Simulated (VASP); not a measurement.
# P: single point with PBE

P:

```
P
1.0
     2.44367    0.00000    0.00000
     0.00000    2.44367    0.00000
     0.00000    0.00000    2.44367
P
1
Cartesian
  0.0000 0.0000 0.0000
```

| Property | Result |
| --- | --- |
| Program | VASP 6.6.1 |
| Task | single point |
| Functional | PBE |
| Potentials or basis | VASP PAW PBE potentials, release 64 (P) |
| Cutoff | 520 eV |
| k mesh | 14 × 14 × 14 |
| Occupations | fermi-dirac, width 0.1 eV |
| Spin | no spin polarisation |

| Property | Result |
| --- | --- |
| Pressure | 0.7 GPa |

Levels at points of the mesh, in eV from the Fermi level:
```csv
k point,band 1,band 2,band 3,band 4,band 5,band 6,band 7,band 8
"(0.00, 0.00, 0.00)",-16.45,5.03,5.03,5.03,6.83,6.83,14.28,24.42
"(0.50, 0.00, 0.00)",-12.14,-8.62,7.84,7.84,9.39,14.38,14.38,16.73
"(0.50, 0.50, 0.00)",-7.47,-5.23,-5.23,1.03,10.44,16.91,16.91,17.12
"(0.50, 0.50, 0.50)",-2.16,-2.16,-2.16,-1.66,4.71,4.71,4.71,11.01
```

Wall time 6.8 s on 1 thread of AMD EPYC 7R13 Processor (Zen 3), with other jobs on the host, peak memory 0.09 GiB.
